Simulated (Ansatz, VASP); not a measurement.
**Two plane-wave programs on Bi4C**

```xyz
5
Lattice="5.1018 0.0000 0.0000 0.0000 5.1018 0.0000 0.0000 0.0000 5.1018" Properties=species:S:1:pos:R:3 pbc="T T T"
Bi    0.0000    0.0000    0.0000
Bi    2.5509    2.5509    0.0000
Bi    2.5509    0.0000    2.5509
Bi    0.0000    2.5509    2.5509
C     2.5509    2.5509    2.5509
```

Change from the starting cell: species swapped into the Mn4N type (Pm-3m, No. 221).

Alike in both runs: functional PBE; k mesh 8 × 8 × 8; occupations gaussian, width 0.1 eV; no spin polarisation.

Ansatz relaxed the structure, and its values are those at the end. VASP's run is a single point on that final structure, the one shown.

```csv
,VASP,Ansatz
version,VASP 6.6.1,Ansatz 0.2.0
potentials or method,"VASP PAW PBE potentials, release 64 (Bi_d, C), cutoff 520 eV","scalar-relativistic, plane waves, PAW"
valence electrons in the cell,64,64
```

|  | VASP | Ansatz | Ansatz less VASP |
| --- | --- | --- | --- |
| gap on the k mesh at the Fermi level (eV) | none | none | - |
| pressure (GPa) | 0.0 | 0.0 | +0.02 |

A gap of «none» marks a metal or a gap that the smearing closes.

Neither program's run includes spin-orbit coupling.
